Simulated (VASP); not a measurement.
# HfN (Fm-3m) in VASP: a series of runs, part 2 of 2

VASP 6.6.1. Earlier steps stand in the parts before.

### 3 Single point, PBE

This run uses another cell than the first one, of 11.48 Å³/atom, 0.977 times its volume.

The input, INCAR:

```
  PREC = Accurate
  ENCUT = 600
  EDIFF = 1E-6
  ISMEAR = 0
  SIGMA = 0.1
  LREAL = F
  LASPH = T
  NELM = 120
  ALGO = Normal
  ISIF = 2
  LWAVE = F
  LCHARG = T
  GGA = PE
  LELF = T
  LVHAR = T
  NBANDS = 14
  GGA_COMPAT = F
```

The input, KPOINTS:

```
Automatic mesh
0
Gamma
  6 6 6
```

The input, POSCAR:

```
HfN
1.0
    0.0000000000      2.2558600900      2.2558600900
    2.2558600900      0.0000000000      2.2558600900
    2.2558600900      2.2558600900      0.0000000000
Hf N
1 1
Direct
    0.0000000000      0.0000000000      0.0000000000
    0.5000000000      0.5000000000      0.5000000000
```

Potentials or basis: VASP PAW PBE potentials, release 64 (Hf_pv, N).

The run is started by

```console
$ cat potpaw_PBE.64/Hf_pv/POTCAR potpaw_PBE.64/N/POTCAR > POTCAR
$ mpirun -np 1 vasp_std > vasp.out
```

OUTCAR:

```text
PREC = Accurate
   ENCUT = 600
   EDIFF = 1E-6
   ISMEAR = 0
   LREAL = F
   LASPH = T
   NELM = 120
   ISIF = 2
   GGA = PE

 ion  position               nearest neighbor table
   1  0.000  0.000  0.000-   2 2.26   2 2.26   2 2.26   2 2.26   2 2.26   2 2.26
   2  0.500  0.500  0.500-   1 2.26   1 2.26   1 2.26   1 2.26   1 2.26   1 2.26

  LATTYP: Found a face centered cubic cell.
 ALAT       =     4.5117201800

  Lattice vectors:

 A1 = (   0.0000000000,   2.2558600900,   2.2558600900)
 A2 = (   2.2558600900,   0.0000000000,   2.2558600900)
 A3 = (   2.2558600900,   2.2558600900,   0.0000000000)

Analysis of symmetry for initial positions (statically):
=====================================================================
 Subroutine PRICEL returns:
 Original cell was already a primitive cell.

 Routine SETGRP: Setting up the symmetry group for a
 face centered cubic supercell.

 Subroutine GETGRP returns: Found 48 space group operations
 (whereof 48 operations were pure point group operations)
 out of a pool of 48 trial point group operations.

The static configuration has the point symmetry O_h .

Analysis of symmetry for dynamics (positions and initial velocities):
=====================================================================
 Subroutine PRICEL returns:
 Original cell was already a primitive cell.

 Routine SETGRP: Setting up the symmetry group for a
 face centered cubic supercell.

 Subroutine GETGRP returns: Found 48 space group operations
 (whereof 48 operations were pure point group operations)
 out of a pool of 48 trial point group operations.

The dynamic configuration has the point symmetry O_h .

 Subroutine INISYM returns: Found 48 space group operations
 (whereof 48 operations are pure point group operations),
 and found     1 'primitive' translations

----------------------------------------------------------------------------------------

                                     Primitive cell

  volume of cell :      22.9597

  direct lattice vectors                    reciprocal lattice vectors
     0.000000000  2.255860090  2.255860090    -0.221644951  0.221644951  0.221644951
     2.255860090  0.000000000  2.255860090     0.221644951 -0.221644951  0.221644951
     2.255860090  2.255860090  0.000000000     0.221644951  0.221644951 -0.221644951

  length of vectors
     3.190267934  3.190267934  3.190267934     0.383900317  0.383900317  0.383900317

  position of ions in fractional coordinates (direct lattice)
[... 8 lines left out ...]
----------------------------------------------------------------------------------------

 KPOINTS: Automatic mesh

Automatic generation of k-mesh.
 Grid dimensions read from file:
 generate k-points for:    6    6    6

 Generating k-lattice:

  Cartesian coordinates                     Fractional coordinates (reciprocal lattice)
    -0.036940825  0.036940825  0.036940825     0.166666667  0.000000000  0.000000000
     0.036940825 -0.036940825  0.036940825     0.000000000  0.166666667  0.000000000
     0.036940825  0.036940825 -0.036940825     0.000000000  0.000000000  0.166666667

  Length of vectors
     0.063983386  0.063983386  0.063983386

  Shift w.r.t. Gamma in fractional coordinates (k-lattice)
     0.000000000  0.000000000  0.000000000

 Subroutine IBZKPT returns following result:
 ===========================================

 Found     16 irreducible k-points:

 Following reciprocal coordinates:
            Coordinates               Weight
  0.000000  0.000000  0.000000      1.000000
  0.166667  0.000000  0.000000      8.000000
  0.333333  0.000000  0.000000      8.000000
  0.500000  0.000000  0.000000      4.000000
  0.166667  0.166667  0.000000      6.000000
  0.333333  0.166667  0.000000     24.000000
[... 8 lines left out ...]
 -0.333333  0.333333  0.166667     24.000000
 -0.333333  0.500000  0.166667     12.000000
   k-points           NKPTS =     16   k-points in BZ     NKDIM =     16   number of bands    NBANDS=     14
   number of dos      NEDOS =    301   number of ions     NIONS =      2
   total plane-waves  NPLWV =  21952
   dimension x,y,z NGX =    28 NGY =   28 NGZ =   28
   dimension x,y,z NGXF=    56 NGYF=   56 NGZF=   56
   ions per type =               1   1
   NGX,Y,Z   is equivalent  to a cutoff of  14.59, 14.59, 14.59 a.u.
   NGXF,Y,Z  is equivalent  to a cutoff of  29.18, 29.18, 29.18 a.u.
 SYSTEM =  unknown system
   PREC   = accura    normal or accurate (medium, high low for compatibility)
   ISTART =      0    job   : 0-new  1-cont  2-samecut
   ICHARG =      2    charge: 1-file 2-atom 10-const
   ISPIN  =      1    spin polarized calculation?
   LNONCOLLINEAR =      F non collinear calculations
   LSORBIT =      F    spin-orbit coupling
   LASPH  =      T    aspherical Exc in radial PAW
   ENCUT  =  600.0 eV  44.10 Ry    6.64 a.u.   6.37  6.37  6.37*2*pi/ulx,y,z
   NELM   =    120;   NELMIN=  2; NELMDL= -5     # of ELM steps
   EDIFF  = 0.1E-05   stopping-criterion for ELM
   LREAL  =      F    real-space projection
   EDIFFG = 0.1E-04   stopping-criterion for IOM
   NSW    =      0    number of steps for IOM
   IBRION =     -1    ionic relax: 0-MD 1-quasi-New 2-CG
   NFREE  =      0    steps in history (QN), initial steepest desc. (CG)
   ISIF   =      2    stress and relaxation
   ISYM   =      2    0-nonsym 1-usesym 2-fastsym
   POTIM  = 0.5000    time-step for ionic-motion
   TEBEG  =    0.0;   TEEND  =   0.0 temperature during run
   PSTRESS=    0.0 pullay stress
   NELECT =      15.0000    total number of electrons
   NUPDOWN=      -1.0000    fix difference up-down
   EMIN   =  10.00;   EMAX   =-10.00  energy-range for DOS
   EFERMI =   0.00;   METHOD = LEGACY
   ISMEAR =     0;   SIGMA  =   0.10  broadening in eV -4-tet -1-fermi 0-gaus
   EFERMI_NEDOS =   21; number of points for ismear=-14 and -15
   IALGO  =     38    algorithm
   IMIX   =      4    mixing-type and parameters
     AMIX     =   0.40;   BMIX     =  1.00
     AMIX_MAG =   1.60;   BMIX_MAG =  1.00
  volume/ion in A,a.u.               =      11.48        77.47
  Fermi-wavevector in a.u.,A,eV,Ry     =   1.420528  2.684408 27.455188  2.017899
  Thomas-Fermi vector in A             =   2.541434
   LORBIT       =      0    0 simple, 1 ext, 2 COOP (PROOUT), +10 PAW based schemes
   GGA     = PE    functional components
   LHFCALC =     F    Hartree Fock is set to
   AEXX    =    0.0000 exact exchange contribution
   IVDW    =     0    specifies the selected vdW correction
   LEPSILON=     F    determine dielectric tensor
   LRPA    =     F    only Hartree local field effects (RPA)
 non-spin polarized calculation
 Gauss-broadening in eV      SIGMA  =   0.10
  energy-cutoff  :      600.00
  volume of cell :       22.96
 maximum number of plane-waves:       778
 NGX is ok and might be reduce to    28
   NGX = 13   NGY = 13   NGZ = 13

 number of electron      15.0000002 magnetization

 Free energy of the ion-electron system (eV)
  ---------------------------------------------------
  ext. energy  EPLUGINS =         0.00000000
  ---------------------------------------------------
  free energy    TOTEN  =       -21.79433707 eV

  energy without entropy =      -21.79267242  energy(sigma->0) =      -21.79350475

 E-fermi :   8.5777     XC(G=0): -12.7548

 val. band max:        8.5300573054   @ k =   0.1667   0.0000   0.0000
 cond. band min:       8.8959766566   @ k =   0.1667   0.0000   0.0000
 fundamental gap:      0.3659193512
 Fermi energy:         8.5777494201

 k-point     1 :       0.0000    0.0000    0.0000
  band No.  band energies     occupation
      1     -22.7276      2.00000
      2     -22.7276      2.00000
      3     -22.7276      2.00000
      4      -9.1027      2.00000
      5       5.4034      2.00000
      6       5.4034      2.00000
      7       5.4034      2.00000
      8       8.0685      2.00000
      9       8.0685      2.00000
     10       8.0685      2.00000
     11      10.2639      0.00000
     12      10.3955      0.00000
     13      10.3955      0.00000
     14      17.9958      0.00000
[... 239 lines left out ...]
 k-point    16 :      -0.3333    0.5000    0.1667
  band No.  band energies     occupation
      1     -23.4105      2.00000
      2     -23.1654      2.00000
      3     -23.0684      2.00000
      4      -7.5506      2.00000
      5       2.7894      2.00000
      6       2.9216      2.00000
      7       3.1902      2.00000
      8       7.6400      2.00000
      9      11.5180      0.00000
     10      13.6603      0.00000
     11      13.9821      0.00000
     12      14.8432      0.00000
     13      17.7653      0.00000
     14      19.4313      0.00000

------------------------ aborting loop because EDIFF is reached ----------------------------------------

  FORCE on cell =-STRESS in cart. coord.  units (eV):
  Direction    XX          YY          ZZ          XY          YZ          ZX
  --------------------------------------------------------------------------------------
  -------------------------------------------------------------------------------------
  Total        0.5633932      0.5633932      0.5633932     -0.0000000      0.0000000      0.0000000
  in kB       39.3147640     39.3147640     39.3147640     -0.0000000      0.0000000      0.0000000
  external PRESSURE =      39.3147640 kB  Pullay stress =       0.0000000 kB

 VOLUME and BASIS-vectors are now :
 -----------------------------------------------------------------------------
  energy-cutoff  :      600.00
  volume of cell :       22.96
      direct lattice vectors                 reciprocal lattice vectors
     0.000000000  2.255860090  2.255860090    -0.221644951  0.221644951  0.221644951
     2.255860090  0.000000000  2.255860090     0.221644951 -0.221644951  0.221644951
     2.255860090  2.255860090  0.000000000     0.221644951  0.221644951 -0.221644951

 POSITION                                       TOTAL-FORCE (eV/Angst)
 -----------------------------------------------------------------------------------
      0.00000      0.00000      0.00000         0.000000     -0.000000      0.000000
      2.25586      2.25586      2.25586        -0.000000      0.000000     -0.000000
 -----------------------------------------------------------------------------------
    total drift:                                0.000000      0.000000      0.000000

  FREE ENERGIE OF THE ION-ELECTRON SYSTEM (eV)
  ---------------------------------------------------
  free  energy   TOTEN  =       -21.7943370712 eV

  energy  without entropy=      -21.7926724205  energy(sigma->0) =      -21.79350475
```

OSZICAR:

```text
N       E                     dE             d eps       ncg     rms          rms(c)
DAV:   1     0.390306094464E+02    0.39031E+02   -0.85109E+03   448   0.113E+03
DAV:   2    -0.227569044129E+02   -0.61788E+02   -0.57971E+02   612   0.256E+02
DAV:   3    -0.247952679453E+02   -0.20384E+01   -0.20340E+01   520   0.387E+01
DAV:   4    -0.248027799097E+02   -0.75120E-02   -0.75114E-02   532   0.268E+00
DAV:   5    -0.248028305654E+02   -0.50656E-04   -0.50655E-04   516   0.196E-01    0.493E+01
DAV:   6    -0.218895490271E+02    0.29133E+01   -0.81650E+00   502   0.229E+01    0.418E+01
DAV:   7    -0.218209939670E+02    0.68555E-01   -0.48403E-01   568   0.610E+00    0.268E+01
DAV:   8    -0.218011252574E+02    0.19869E-01   -0.11154E-01   508   0.297E+00    0.647E+00
DAV:   9    -0.217945308212E+02    0.65944E-02   -0.19948E-02   502   0.116E+00    0.206E+00
DAV:  10    -0.217943646888E+02    0.16613E-03   -0.13259E-03   588   0.356E-01    0.390E-01
DAV:  11    -0.217943397700E+02    0.24919E-04   -0.79027E-05   532   0.894E-02    0.111E-01
DAV:  12    -0.217943374950E+02    0.22749E-05   -0.75021E-06   600   0.232E-02    0.241E-02
DAV:  13    -0.217943370712E+02    0.42380E-06   -0.28292E-07   314   0.549E-03
   1 F= -.21794337E+02 E0= -.21793505E+02  d E =-.166465E-02
```

stdout:

```text
POSCAR found type information on POSCAR HfN
 POSCAR found :  2 types and       2 ions
 scaLAPACK will be used
 LDA part: xc-table for (Slater+PW92), standard interpolation
 POSCAR, INCAR and KPOINTS ok, starting setup
 FFT: planning ... GRIDC
 FFT: planning ... GRID_SOFT
 FFT: planning ... GRID
 WAVECAR not read
 entering main loop
```

Wall time 4.9 s (1 thread of Intel Xeon 6975P-C (Granite Rapids), shared host); peak memory 0.15 GiB.

What came out:

```yaml
Free_energy: -21.7943 eV
Pressure: 3.9 GPa
```

Caveat: the k points lie up to 0.40 Å⁻¹ apart; spin-orbit coupling is left out, which moves the levels of the heavy elements.
